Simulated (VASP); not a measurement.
# BN in VASP: further runs

Runs on BN. Level: PBE. Tasks: G0W0 quasiparticle levels.

All numbers are computed with VASP 6.6.1; they aren't measurements. Logs are shortened: lines on timing, memory, paths and dates and some standing lists are left out, and cuts for length are marked.

## Step 1: The cell of the first run

The structure is trigonal, space group R3m (No. 160). The conventional cell has a = 2.552 Å, b = 2.552 Å, c = 6.221 Å, α = 90.00°, β = 90.00°, γ = 120.00°. B (site symmetry 3m) has 4 N at 1.56 Å within 2.1 Å. Within 2.1 Å of N (site symmetry 3m) lie 4 B at 1.56 Å.

## Step 2: G0W0 quasiparticle levels, PBE

POSCAR reads:

```
BN
1.0
   -0.0060160848      1.7988093648      1.7988093648
    1.7988093648     -0.0060160848      1.7988093648
    1.7988093648      1.7988093648     -0.0060160848
B N
1 1
Direct
    0.0000000000      0.0000000000      0.0000000000
    0.2500000000      0.2500000000      0.2500000000
```

INCAR.step1 reads:

```
PREC = Accurate
ENCUT = 500
EDIFF = 1E-8
ISMEAR = 0
SIGMA = 0.01
LREAL = False
LASPH = True
NELM = 100
ALGO = Normal
LWAVE = True
LCHARG = False
GGA = PE
```

INCAR.step2 reads:

```
PREC = Accurate
ENCUT = 500
EDIFF = 1E-8
ISMEAR = 0
SIGMA = 0.01
LREAL = False
LASPH = True
NELM = 1
ALGO = Exact
LWAVE = True
LCHARG = False
GGA = PE
NBANDS = 52
LOPTICS = True
ISTART = 1
```

INCAR.step3 reads:

```
PREC = Accurate
ENCUT = 500
EDIFF = 1E-8
ISMEAR = 0
SIGMA = 0.01
LREAL = False
LASPH = True
ALGO = EVGW0
LWAVE = False
LCHARG = False
GGA = PE
NELMGW = 1
NBANDS = 52
ENCUTGW = 150.0
NOMEGA = 48
PRECFOCK = Fast
ISTART = 1
NBANDSGW = 12
```

KPOINTS reads:

```
Automatic mesh
0
Gamma
  6 6 6
```

Potentials or basis: VASP PAW PBE potentials, release 64 (B_GW, N_GW).

Launch:

```console
cat potpaw_PBE.64/B_GW/POTCAR potpaw_PBE.64/N_GW/POTCAR > POTCAR
cp INCAR.step1 INCAR
mpirun -np 1 vasp_std > vasp.out
cp INCAR.step2 INCAR
mpirun -np 1 vasp_std > vasp.out
cp INCAR.step3 INCAR
mpirun -np 1 vasp_std > vasp.out
```

OUTCAR:

```text
PREC = Accurate
   ENCUT = 500
   EDIFF = 1E-8
   ISMEAR = 0
   LREAL = False
   LASPH = True
   GGA = PE
   NELMGW = 1
   ENCUTGW = 150.0
   PRECFOCK = Fast
   ISTART = 1

 ion  position               nearest neighbor table
   1  0.000  0.000  0.000-   2 1.56   2 1.56   2 1.56   2 1.56
   2  0.250  0.250  0.250-   1 1.56   1 1.56   1 1.56   1 1.56

  LATTYP: Found a trigonal (rhomboedric) cell.
 ALAT       =     2.5439077136
 COS(alpha) =     0.4966527407

  Lattice vectors:

 A1 = (  -0.0060160848,   1.7988093648,   1.7988093648)
 A2 = (   1.7988093648,  -0.0060160848,   1.7988093648)
 A3 = (   1.7988093648,   1.7988093648,  -0.0060160848)

Analysis of symmetry for initial positions (statically):
=====================================================================
 Subroutine PRICEL returns:
 Original cell was already a primitive cell.

 Routine SETGRP: Setting up the symmetry group for a
 trigonal (rhombohedral) supercell.

 Subroutine GETGRP returns: Found  6 space group operations
 (whereof  6 operations were pure point group operations)
 out of a pool of 12 trial point group operations.

The static configuration has the point symmetry C_3v.

Analysis of symmetry for dynamics (positions and initial velocities):
=====================================================================
 Subroutine PRICEL returns:
 Original cell was already a primitive cell.

 Routine SETGRP: Setting up the symmetry group for a
 trigonal (rhombohedral) supercell.

 Subroutine GETGRP returns: Found  6 space group operations
 (whereof  6 operations were pure point group operations)
 out of a pool of 12 trial point group operations.

The dynamic configuration has the point symmetry C_3v.

 Subroutine INISYM returns: Found  6 space group operations
 (whereof  6 operations are pure point group operations),
 and found     1 'primitive' translations
[... 90 lines left out ...]
   LNONCOLLINEAR =      F non collinear calculations
   LSORBIT =      F    spin-orbit coupling
   LASPH  =      T    aspherical Exc in radial PAW
   ENCUT  =  500.0 eV  36.75 Ry    6.06 a.u.   4.64  4.64  4.64*2*pi/ulx,y,z
   NELM   =     60;   NELMIN=  2; NELMDL=  0     # of ELM steps
   EDIFF  = 0.1E-07   stopping-criterion for ELM
   LREAL  =      F    real-space projection
   EDIFFG = 0.1E-06   stopping-criterion for IOM
   NSW    =      0    number of steps for IOM
   IBRION =     -1    ionic relax: 0-MD 1-quasi-New 2-CG
   NFREE  =      0    steps in history (QN), initial steepest desc. (CG)
   ISIF   =      0    stress and relaxation
   ISYM   =      3    0-nonsym 1-usesym 2-fastsym
   POTIM  = 0.5000    time-step for ionic-motion
   TEBEG  =    0.0;   TEEND  =   0.0 temperature during run
   PSTRESS=    0.0 pullay stress
   NELECT =       8.0000    total number of electrons
   NUPDOWN=      -1.0000    fix difference up-down
   EMIN   =  10.00;   EMAX   =-10.00  energy-range for DOS
   EFERMI =   0.00;   METHOD = LEGACY
   ISMEAR =     0;   SIGMA  =   0.01  broadening in eV -4-tet -1-fermi 0-gaus
   EFERMI_NEDOS =   21; number of points for ismear=-14 and -15
   IALGO  =     38    algorithm
   IMIX   =      4    mixing-type and parameters
     AMIX     =   0.40;   BMIX     =  1.00
     AMIX_MAG =   1.60;   BMIX_MAG =  1.00
  volume/ion in A,a.u.               =       5.85        39.48
  Fermi-wavevector in a.u.,A,eV,Ry     =   1.442288  2.725529 28.302759  2.080194
  Thomas-Fermi vector in A             =   2.560825
   LORBIT       =      0    0 simple, 1 ext, 2 COOP (PROOUT), +10 PAW based schemes
   GGA     = PE    functional components
   LHFCALC =     T    Hartree Fock is set to
   PRECFOCK=fast      Normal, Fast or Accurate (Low or Medium for compatibility)
   ENCUT4O =  -1.0   cutoff for four orbital integrals eV
   NKREDX  =     1    reduce k-point grid by
   NKREDY  =     1    reduce k-point grid by
   NKREDZ  =     1    reduce k-point grid by
   AEXX    =    1.0000 exact exchange contribution
   HFSCREEN=    0.0000 screening length (either q_TF or 0.3 A-1)
   HFSCREENC=   0.0000 screening length for correlation (either q_TF or 0.3 A-1)
   ENCUTFOCK=  -1.0 apply spherical cutoff to Coloumb kernel
   IVDW    =     0    specifies the selected vdW correction
   LEPSILON=     F    determine dielectric tensor
   LRPA    =     F    only Hartree local field effects (RPA)
   LRPAFORCE           =     F    calculate RPA forces
   ENCUTGW             = 150.0    cutoff for response function in eV
   ENCUTGWSOFT         = 120.0    soft cutoff for Coulomb kernel in GW response function in eV
   ENCUTLF             =  -1.0    cutoff for local field effects
   NELMGW              =     1    number of iterations in solving QP/BSE equation
   NELMHF              =     1    number of iterations in the inner HF iteration
   NKREDLFX            =     1    NKREDLFY  =   1   NKREDLFZ  =   1
 non-spin polarized calculation
 Gauss-broadening in eV      SIGMA  =   0.01
  energy-cutoff  :      500.00
  volume of cell :       11.70
 maximum number of plane-waves:       307
 NGX is ok and might be reduce to    20
  NGX = 12; NGY = 12; NGZ = 12
   NGX =  9   NGY =  9   NGZ =  9
 maximum number of plane-waves:        59
 NGX is ok and might be reduce to    12

 QP shifts <psi_nk| G(iteration)W_0 |psi_nk>: iteration 1
 for sc-GW calculations column KS-energies equals QP-energies in previous step
 and V_xc(KS)=  KS-energies - (<T + V_ion + V_H > + <T+V_H+V_ion>^1  + <V_x>^1)

 k-point   1 :       0.0000    0.0000    0.0000
  band No.  KS-energies  QP-energies   sigma(KS)   V_xc(KS)     V^pw_x(r,r')   Z            occupation Imag(sigma)

      1     -12.7615     -14.7485     -18.0649     -15.5088     -26.5431       0.7774       2.0000       1.4674
      2       7.5729       6.8176     -19.2243     -18.3091     -21.9183       0.8254       2.0000       0.0893
      3       7.5729       6.8176     -19.2243     -18.3091     -21.9183       0.8254       2.0000       0.0893
      4       7.5920       6.8383     -19.2446     -18.3314     -21.9572       0.8253       2.0000       0.0898
      5      16.3997      17.7697     -12.1672     -13.8117      -7.0355       0.8331       0.0000      -0.1109
      6      16.3997      17.7697     -12.1672     -13.8117      -7.0355       0.8331       0.0000      -0.1109
      7      16.5266      17.9048     -12.1873     -13.8428      -7.0352       0.8325       0.0000      -0.1118
      8      18.0902      19.3073     -13.9559     -15.4490      -8.3673       0.8152       0.0000      -0.1375
      9      32.5030      33.0356     -10.8062     -11.4769      -3.3177       0.7940       0.0000      -0.6099
     10      35.4737      36.7522     -11.8419     -13.3679      -5.4792       0.8378       0.0000      -0.5808
     11      35.4737      36.7522     -11.8419     -13.3679      -5.4792       0.8378       0.0000      -0.5808
     12      36.0459      36.6629     -10.3924     -11.1369      -3.0677       0.8287       0.0000      -0.9305
[... 356 lines left out ...]
      1      -6.8867      -8.4225     -19.5346     -17.4920     -26.9240       0.7519       2.0000       0.6906
      2      -0.6714      -2.2694     -17.5218     -15.4835     -22.1383       0.7840       2.0000       0.2035
      3       1.3205      -0.0460     -17.4661     -15.7592     -21.3749       0.8005       2.0000       0.1507
      4       1.3704       0.0486     -17.0678     -15.4229     -20.7974       0.8036       2.0000       0.1446
      5      15.3882      16.4256     -12.6811     -13.9235      -7.8677       0.8351       0.0000      -0.1078
      6      19.6735      20.8311     -12.1639     -13.5603      -6.6681       0.8290       0.0000      -0.1324
      7      22.7877      24.3999     -13.1957     -15.2309      -6.4523       0.7922       0.0000      -0.2238
      8      24.5103      26.2208     -13.4685     -15.6497      -6.5139       0.7842       0.0000      -0.2518
      9      27.3129      28.9651     -14.1422     -16.2670      -6.8339       0.7776       0.0000      -0.3432
     10      33.6458      35.1801     -12.0178     -13.9388      -4.2340       0.7987       0.0000      -0.7564
     11      37.9346      39.0197     -11.5912     -12.9060      -4.2094       0.8254       0.0000      -0.9795
     12      41.1011      42.4430     -11.3514     -12.9818      -3.8660       0.8231       0.0000      -1.0753

 [... further k-points ...]
```

Run time: 2.1 min. Hardware: 1 thread of AMD EPYC 9R45 (Zen 5), shared host; peak memory 0.22 GiB.

Results:

- Quasiparticle gap: 5.95 eV
- Least direct quasiparticle gap: 10.93 eV
- Band gap of the starting levels on the mesh: 4.46 eV
- Least direct gap of the starting levels on the mesh: 8.81 eV

Caveat: the k points lie up to 0.50 Å⁻¹ apart; bands, screening cutoff and mesh are small and nothing is extrapolated, so the quasiparticle values aren't converged.

(Part 1 of 2 ends here.)
